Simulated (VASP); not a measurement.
# NiSb (P6_3/mmc) in VASP: single point with PBE+U

Aim: the single point of NiSb with PBE+U.

All numbers are computed with VASP 6.6.1; they aren't measurements. Logs are shortened: lines on timing, memory, paths and dates and some standing lists are left out, and cuts for length are marked.

## Step 1: The cell of the first run

It takes space group P6_3/mmc (No. 194, hexagonal). The conventional cell has a = 3.940 Å, b = 3.940 Å, c = 5.140 Å, α = 90.00°, β = 90.00°, γ = 120.00°. Within 3.4 Å of Ni (site symmetry -3m) lie 2 Ni at 2.57 Å and 6 Sb at 2.61 Å. Sb (site symmetry -6m2) has 6 Ni at 2.61 Å within 3.4 Å.

## Step 2: Single point, PBE+U, collinear spin, zero start

Input file INCAR:

```
ALGO = Normal
EDIFF = 1E-7
ENCUT = 520
GGA = PE
ISIF = 2
ISMEAR = 0
ISPIN = 2
LASPH = True
LCHARG = False
LDAU = True
LDAUJ = 0 0
LDAUL = 2 -1
LDAUPRINT = 1
LDAUTYPE = 2
LDAUU = 6.1 0
LMAXMIX = 4
LORBIT = 11
LREAL = False
LWAVE = False
MAGMOM = 0 0 0 0
NBANDS = 27
NELM = 150
PREC = Accurate
SIGMA = 0.1
```

Input file KPOINTS:

```
k-points
0
Gamma
  8 8 6
```

Input file POSCAR:

```
NiSb
1.0
    3.9399999600      0.0000000000      0.0000000000
   -1.9699999800      3.4121400600      0.0000000000
    0.0000000000      0.0000000000      5.1400000000
Ni Sb
2 2
Direct
    0.0000000000      0.0000000000      0.0000000000
    0.0000000000      0.0000000000      0.5000000000
    0.3333333300      0.6666666700      0.2500000000
    0.6666666700      0.3333333300      0.7500000000
```

Potentials or basis: VASP PAW PBE potentials, release 64 (Ni, Sb).

Run with:

```bash
> cat potpaw_PBE.64/Ni/POTCAR potpaw_PBE.64/Sb/POTCAR > POTCAR
> mpirun -np 1 vasp_std > vasp.out
```

OUTCAR:

```text
EDIFF = 1E-7
   ENCUT = 520
   GGA = PE
   ISIF = 2
   ISMEAR = 0
   ISPIN = 2
   LASPH = True
   LORBIT = 11
   LREAL = False
   NELM = 150
   PREC = Accurate

 ion  position               nearest neighbor table
   1  0.000  0.000  0.000-   2 2.57   2 2.57   4 2.61   3 2.61   4 2.61   3 2.61   4 2.61   3 2.61

   2  0.000  0.000  0.500-   1 2.57   1 2.57   4 2.61   3 2.61   4 2.61   3 2.61   4 2.61   3 2.61

   3  0.333  0.667  0.250-   1 2.61   2 2.61   1 2.61   2 2.61   1 2.61   2 2.61   4 3.43   4 3.43
                             4 3.43   4 3.43   4 3.43   4 3.43
   4  0.667  0.333  0.750-   1 2.61   2 2.61   1 2.61   2 2.61   1 2.61   2 2.61   3 3.43   3 3.43
                             3 3.43   3 3.43   3 3.43   3 3.43

  LATTYP: Found a hexagonal cell.
 ALAT       =     3.9399999600
 C/A-ratio  =     1.3045685412

  Lattice vectors:

 A1 = (   3.9399999600,   0.0000000000,   0.0000000000)
 A2 = (  -1.9699999800,   3.4121400600,   0.0000000000)
 A3 = (   0.0000000000,   0.0000000000,   5.1400000000)

Analysis of symmetry for initial positions (statically):
=====================================================================
 Subroutine PRICEL returns:
 Original cell was already a primitive cell.

 Routine SETGRP: Setting up the symmetry group for a
 hexagonal supercell.

 Subroutine GETGRP returns: Found 24 space group operations
 (whereof 12 operations were pure point group operations)
 out of a pool of 24 trial point group operations.

The static configuration has the point symmetry D_3d.
 The point group associated with its full space group is D_6h.

Analysis of symmetry for dynamics (positions and initial velocities):
=====================================================================
 Subroutine PRICEL returns:
 Original cell was already a primitive cell.

 Routine SETGRP: Setting up the symmetry group for a
 hexagonal supercell.

 Subroutine GETGRP returns: Found 24 space group operations
 (whereof 12 operations were pure point group operations)
 out of a pool of 24 trial point group operations.

The dynamic configuration has the point symmetry D_3d.
 The point group associated with its full space group is D_6h.

Analysis of structural, dynamic, and magnetic symmetry:
=====================================================================
 Subroutine PRICEL returns:
 Original cell was already a primitive cell.

 Routine SETGRP: Setting up the symmetry group for a
 hexagonal supercell.

 Subroutine GETGRP returns: Found 24 space group operations
 (whereof 12 operations were pure point group operations)
 out of a pool of 24 trial point group operations.

The overall configuration has the point symmetry D_3d.
 The point group associated with its full space group is D_6h.

 Subroutine INISYM returns: Found 24 space group operations
 (whereof 12 operations are pure point group operations),
 and found     1 'primitive' translations

----------------------------------------------------------------------------------------

                                     Primitive cell

  volume of cell :      69.1013

[... 140 lines left out ...]

spin component  1

  0.8827  0.0000 -0.0000  0.0487  0.0000
  0.0000  0.8733  0.0000  0.0000  0.0487
 -0.0000  0.0000  0.9031 -0.0000  0.0000
  0.0487  0.0000 -0.0000  0.8733  0.0000
  0.0000  0.0487  0.0000  0.0000  0.8827

spin component  2

  0.8827  0.0000 -0.0000  0.0487  0.0000
  0.0000  0.8733  0.0000  0.0000  0.0487
 -0.0000  0.0000  0.9031 -0.0000  0.0000
  0.0487  0.0000 -0.0000  0.8733  0.0000
  0.0000  0.0487  0.0000  0.0000  0.8827

 occupancies and eigenvectors

  o =  0.8291  v = -0.6723  0.0000 -0.0000  0.7403  0.0000  0.0000  0.0000  0.0000  0.0000  0.0000      0.0000  0.0000  0.0000  0.0000  0.0000  0.0000  0.0000  0.0000  0.0000  0.0000
  o =  0.8291  v =  0.0000 -0.7403 -0.0000 -0.0000  0.6723  0.0000  0.0000  0.0000  0.0000  0.0000      0.0000  0.0000  0.0000  0.0000  0.0000  0.0000  0.0000  0.0000  0.0000  0.0000
  o =  0.8291  v =  0.0000  0.0000  0.0000  0.0000  0.0000  0.6723 -0.0000 -0.0000 -0.7403  0.0000      0.0000  0.0000  0.0000  0.0000  0.0000  0.0000  0.0000  0.0000  0.0000  0.0000
  o =  0.8291  v =  0.0000  0.0000  0.0000  0.0000  0.0000 -0.0000 -0.7403 -0.0000  0.0000  0.6723      0.0000  0.0000  0.0000  0.0000  0.0000  0.0000  0.0000  0.0000  0.0000  0.0000
  o =  0.9031  v =  0.0000  0.0000  0.0000  0.0000  0.0000 -0.0000  0.0000 -1.0000 -0.0000  0.0000      0.0000  0.0000  0.0000  0.0000  0.0000  0.0000  0.0000  0.0000  0.0000  0.0000
  o =  0.9031  v =  0.0000 -0.0000  1.0000  0.0000 -0.0000  0.0000  0.0000  0.0000  0.0000  0.0000      0.0000  0.0000  0.0000  0.0000  0.0000  0.0000  0.0000  0.0000  0.0000  0.0000
  o =  0.9269  v =  0.0000  0.0000  0.0000  0.0000  0.0000  0.7403  0.0000  0.0000  0.6723  0.0000      0.0000  0.0000  0.0000  0.0000  0.0000  0.0000  0.0000  0.0000  0.0000  0.0000
  o =  0.9269  v =  0.0000  0.0000  0.0000  0.0000  0.0000  0.0000 -0.6723 -0.0000  0.0000 -0.7403      0.0000  0.0000  0.0000  0.0000  0.0000  0.0000  0.0000  0.0000  0.0000  0.0000
  o =  0.9269  v = -0.7403  0.0000  0.0000 -0.6723 -0.0000  0.0000  0.0000  0.0000  0.0000  0.0000      0.0000  0.0000  0.0000  0.0000  0.0000  0.0000  0.0000  0.0000  0.0000  0.0000
  o =  0.9269  v =  0.0000  0.6723  0.0000 -0.0000  0.7403  0.0000  0.0000  0.0000  0.0000  0.0000      0.0000  0.0000  0.0000  0.0000  0.0000  0.0000  0.0000  0.0000  0.0000  0.0000

atom =   2  type =  1  l = 2

 onsite density matrix

spin component  1

  0.8827 -0.0000 -0.0000 -0.0487  0.0000
 -0.0000  0.8733 -0.0000  0.0000 -0.0487
 -0.0000 -0.0000  0.9031  0.0000  0.0000
 -0.0487  0.0000  0.0000  0.8733 -0.0000
  0.0000 -0.0487  0.0000 -0.0000  0.8827

spin component  2

  0.8827 -0.0000 -0.0000 -0.0487  0.0000
 -0.0000  0.8733 -0.0000  0.0000 -0.0487
 -0.0000 -0.0000  0.9031  0.0000  0.0000
 -0.0487  0.0000  0.0000  0.8733 -0.0000
  0.0000 -0.0487  0.0000 -0.0000  0.8827

 occupancies and eigenvectors

  o =  0.8291  v =  0.6723  0.0000  0.0000  0.7403 -0.0000  0.0000  0.0000  0.0000  0.0000  0.0000      0.0000  0.0000  0.0000  0.0000  0.0000  0.0000  0.0000  0.0000  0.0000  0.0000
  o =  0.8291  v =  0.0000  0.7403 -0.0000  0.0000  0.6723  0.0000  0.0000  0.0000  0.0000  0.0000      0.0000  0.0000  0.0000  0.0000  0.0000  0.0000  0.0000  0.0000  0.0000  0.0000
  o =  0.8291  v =  0.0000  0.0000  0.0000  0.0000  0.0000  0.6723  0.0000  0.0000  0.7403 -0.0000      0.0000  0.0000  0.0000  0.0000  0.0000  0.0000  0.0000  0.0000  0.0000  0.0000
  o =  0.8291  v =  0.0000  0.0000  0.0000  0.0000  0.0000  0.0000  0.7403 -0.0000  0.0000  0.6723      0.0000  0.0000  0.0000  0.0000  0.0000  0.0000  0.0000  0.0000  0.0000  0.0000
  o =  0.9031  v =  0.0000  0.0000  0.0000  0.0000  0.0000  0.0000 -0.0000 -1.0000  0.0000  0.0000      0.0000  0.0000  0.0000  0.0000  0.0000  0.0000  0.0000  0.0000  0.0000  0.0000
  o =  0.9031  v =  0.0000 -0.0000 -1.0000  0.0000  0.0000  0.0000  0.0000  0.0000  0.0000  0.0000      0.0000  0.0000  0.0000  0.0000  0.0000  0.0000  0.0000  0.0000  0.0000  0.0000
  o =  0.9269  v =  0.0000  0.0000  0.0000  0.0000  0.0000 -0.7403  0.0000  0.0000  0.6723 -0.0000      0.0000  0.0000  0.0000  0.0000  0.0000  0.0000  0.0000  0.0000  0.0000  0.0000
  o =  0.9269  v =  0.0000  0.0000  0.0000  0.0000  0.0000  0.0000 -0.6723  0.0000  0.0000  0.7403      0.0000  0.0000  0.0000  0.0000  0.0000  0.0000  0.0000  0.0000  0.0000  0.0000
  o =  0.9269  v = -0.7403  0.0000  0.0000  0.6723 -0.0000  0.0000  0.0000  0.0000  0.0000  0.0000      0.0000  0.0000  0.0000  0.0000  0.0000  0.0000  0.0000  0.0000  0.0000  0.0000
  o =  0.9269  v =  0.0000 -0.6723  0.0000  0.0000  0.7403  0.0000  0.0000  0.0000  0.0000  0.0000      0.0000  0.0000  0.0000  0.0000  0.0000  0.0000  0.0000  0.0000  0.0000  0.0000

 number of electron      30.0000030 magnetization      -0.0000001

 Free energy of the ion-electron system (eV)
  ---------------------------------------------------
  ext. energy  EPLUGINS =         0.00000000
  ---------------------------------------------------
  free energy    TOTEN  =       -13.31876274 eV

  energy without entropy =      -13.31370779  energy(sigma->0) =      -13.31623527

 E-fermi :   9.5509     XC(G=0): -11.4312

 val. band max:        9.4925065421   @ k =   0.3750  -0.0000   0.0000
 cond. band min:       9.5511275752   @ k =   0.3750   0.1250   0.0000
 fundamental gap:      0.0586210330
 Fermi energy:         9.5508773999

 spin component 1

 k-point     1 :       0.0000    0.0000    0.0000
  band No.  band energies     occupation
      1      -3.0814      1.00000
      2       1.3651      1.00000
      3       3.4872      1.00000
      4       5.3839      1.00000
      5       5.3839      1.00000
      6       5.7488      1.00000
[... 1433 lines left out ...]
     26      20.7903      0.00000
     27      21.1999      0.00000

 [... further k-points ...]
[... 5 lines left out ...]
  --------------------------------------------------------------------------------------
  -------------------------------------------------------------------------------------
  Total       -1.3454930     -1.3454930     -0.8915045     -0.0000000      0.0000000      0.0000000
  in kB      -31.1964979    -31.1964980    -20.6703548     -0.0000000      0.0000000      0.0000000
  external PRESSURE =     -27.6877836 kB  Pullay stress =       0.0000000 kB

 VOLUME and BASIS-vectors are now :
 -----------------------------------------------------------------------------
  energy-cutoff  :      520.00
  volume of cell :       69.10
      direct lattice vectors                 reciprocal lattice vectors
     3.939999960  0.000000000  0.000000000     0.253807109  0.146535603  0.000000000
    -1.969999980  3.412140060  0.000000000     0.000000000  0.293071205  0.000000000
     0.000000000  0.000000000  5.140000000     0.000000000  0.000000000  0.194552529

 POSITION                                       TOTAL-FORCE (eV/Angst)
 -----------------------------------------------------------------------------------
      0.00000      0.00000      0.00000         0.000000      0.000000      0.000000
      0.00000      0.00000      2.57000        -0.000000      0.000000      0.000000
     -0.00000      2.27476      1.28500        -0.000000      0.000000      0.000000
      1.97000      1.13738      3.85500         0.000000     -0.000000     -0.000000
 -----------------------------------------------------------------------------------
    total drift:                                0.000000     -0.000000      0.000000

  FREE ENERGIE OF THE ION-ELECTRON SYSTEM (eV)
  ---------------------------------------------------
  free  energy   TOTEN  =       -13.3187627419 eV

  energy  without entropy=      -13.3137077929  energy(sigma->0) =      -13.31623527

 total charge

# of ion       s       p       d       tot
------------------------------------------
    1        0.412   0.429   8.794   9.635
    2        0.412   0.429   8.794   9.635
    3        1.144   1.185   0.065   2.394
    4        1.144   1.185   0.065   2.394
--------------------------------------------------
tot          3.112   3.228  17.718  24.058

 magnetization (x)

# of ion       s       p       d       tot
------------------------------------------
    1        0.000  -0.000  -0.000  -0.000
    2        0.000  -0.000  -0.000  -0.000
    3       -0.000  -0.000  -0.000  -0.000
    4       -0.000  -0.000  -0.000  -0.000
--------------------------------------------------
tot          0.000  -0.000  -0.000  -0.000
```

Wall time 2.3 min (1 thread of Intel Xeon 6975P-C, shared host); peak memory 0.28 GiB.

Results:

```yaml
Free_energy: -13.3188 eV
Pressure: -2.8 GPa
Band_gap_on_the_k_mesh: zero (filled and empty bands overlap)
Net_moment: 0.00 μB per cell
Valence_electrons_inside_the_program's_atomic_spheres: Ni 9.63; Sb 2.39
```

Stress tensor (GPa, compression positive):
```
-3.12  0.00  0.00
 0.00 -3.12  0.00
 0.00  0.00 -2.07
```

Levels at points of the mesh, in eV from the Fermi level:
Spin up:
```csv
k point,band 13,band 14,band 15,band 16,band 17,band 18
"(0.00, 0.00, 0.00)",-0.61,0.97,0.97,2.40,2.40,3.43
"(0.50, 0.00, 0.00)",-2.21,-1.96,-1.86,-0.54,1.02,3.45
"(0.00, 0.00, 0.50)",0.32,0.32,2.18,2.18,2.18,2.18
"(0.50, 0.00, 0.50)",-2.40,-2.40,0.26,0.26,1.76,1.76
```
Spin down:
| k point | band 11 | band 12 | band 13 | band 14 | band 15 | band 16 | band 17 | band 18 | band 19 | band 20 |
| --- | --- | --- | --- | --- | --- | --- | --- | --- | --- | --- |
| (0.00, 0.00, 0.00) | -1.87 | -1.87 | -0.61 | 0.97 | 0.97 | 2.40 | 2.40 | 3.43 | 4.15 | 5.69 |
| (0.50, 0.00, 0.00) | -2.54 | -2.53 | -2.21 | -1.96 | -1.86 | -0.54 | 1.02 | 3.45 | 3.95 | 5.76 |
| (0.00, 0.00, 0.50) | -2.84 | -2.84 | 0.32 | 0.32 | 2.18 | 2.18 | 2.18 | 2.18 | 5.42 | 5.42 |
| (0.50, 0.00, 0.50) | -2.57 | -2.57 | -2.40 | -2.40 | 0.26 | 0.26 | 1.76 | 1.76 | 5.39 | 5.39 |

Eigenvalues of the final occupation matrices:
```csv
site,spin,trace,eigenvalues
site 1 d,1,4.42,0.83 0.83 0.90 0.93 0.93
site 1 d,2,4.42,0.83 0.83 0.90 0.93 0.93
site 2 d,1,4.42,0.83 0.83 0.90 0.93 0.93
site 2 d,2,4.42,0.83 0.83 0.90 0.93 0.93
```

Caveat: spin-orbit coupling is left out, which moves the levels of the heavy elements; the U is typed as a test and isn't derived for this compound.
